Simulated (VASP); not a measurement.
SiO2 (Seifertite): electric field gradients with r2SCAN

The system is SiO2 (Seifertite).

```
Si O
1.0
     4.09700    0.00000    0.00000
     0.00000    5.04620    0.00000
     0.00000    0.00000    4.49460
Si O
4 8
Cartesian
  0.0000 0.7691 1.1237
  2.0485 1.7540 3.3710
  0.0000 4.2771 3.3710
  2.0485 3.2922 1.1237
  2.9973 3.1146 4.1349
  3.1482 4.4547 1.8876
  0.9488 4.4547 0.3597
  1.0997 3.1146 2.6070
  1.0997 1.9316 0.3597
  0.9488 0.5915 2.6070
  3.1482 0.5915 4.1349
  2.9973 1.9316 1.8876
```

- Program: VASP 6.6.1
- Task: electric field gradients
- Functional: r2SCAN
- Potentials or basis: VASP PAW PBE potentials, release 64 (Si, O)
- Cutoff: 520 eV
- k mesh: 5 × 4 × 5
- Occupations: fermi-dirac, width 0.02 eV
- Spin: no spin polarisation
- Dipole correction: no
- Further INCAR settings: ALGO = Normal; EDIFF = 1e-08; NBANDS = 44

- Pressure: -3.7 GPa
- Largest force: 0.108 eV/Å
- Band gap on the k mesh: 6.54 eV, direct

Forces in eV/Å, atoms in the order of the input:
```
Si   0.000  0.020  0.000
Si   0.000 -0.020  0.000
Si   0.000 -0.020  0.000
Si   0.000  0.020  0.000
O   -0.090  0.057 -0.014
O    0.090 -0.057 -0.014
O   -0.090 -0.057  0.014
O    0.090  0.057  0.014
O    0.090 -0.057  0.014
O   -0.090  0.057  0.014
O    0.090  0.057 -0.014
O   -0.090 -0.057 -0.014
```

Stress tensor (GPa, compression positive):
```
-4.82  0.00  0.00
 0.00 -3.28  0.00
 0.00  0.00 -3.05
```

Levels at points of the mesh, in eV from the valence-band top:
| k point | band 30 | band 31 | band 32 | band 33 | band 34 | band 35 |
| --- | --- | --- | --- | --- | --- | --- |
| (0.00, 0.00, 0.00) | -0.38 | -0.33 | 0.00 | 6.54 | 8.67 | 9.84 |
| (0.00, 0.50, 0.00) | -1.72 | -0.23 | -0.23 | 8.47 | 8.47 | 10.85 |

Electric field gradients, principal values (V/Å²):
| atom | least | middle | greatest (by size) |
| --- | --- | --- | --- |
| 1 Si | 2.680 | 8.969 | -11.648 |
| 2 Si | 2.680 | 8.969 | -11.648 |
| 3 Si | 2.680 | 8.969 | -11.648 |
| 4 Si | 2.680 | 8.969 | -11.648 |
| 5 O | 35.104 | 80.460 | -115.564 |
| 6 O | 35.104 | 80.460 | -115.564 |
| 7 O | 35.104 | 80.460 | -115.564 |
| 8 O | 35.104 | 80.460 | -115.564 |
| 9 O | 35.104 | 80.460 | -115.564 |
| 10 O | 35.104 | 80.460 | -115.564 |
| 11 O | 35.104 | 80.460 | -115.564 |
| 12 O | 35.104 | 80.460 | -115.564 |

Run time: 4.9 min on 1 thread of Intel(R) Xeon(R) Platinum 8488C (Sapphire Rapids) (shared host), peak memory 0.24 GiB.

Caveat: without QUAD_EFG the Cq values of the log hold for a quadrupole moment of 1 mb, not for the nuclei; the PAW data sets were made with another functional, which shifts forces and pressure a little. r2SCAN opens gaps a little over a GGA but as a rule still falls short of measured ones.
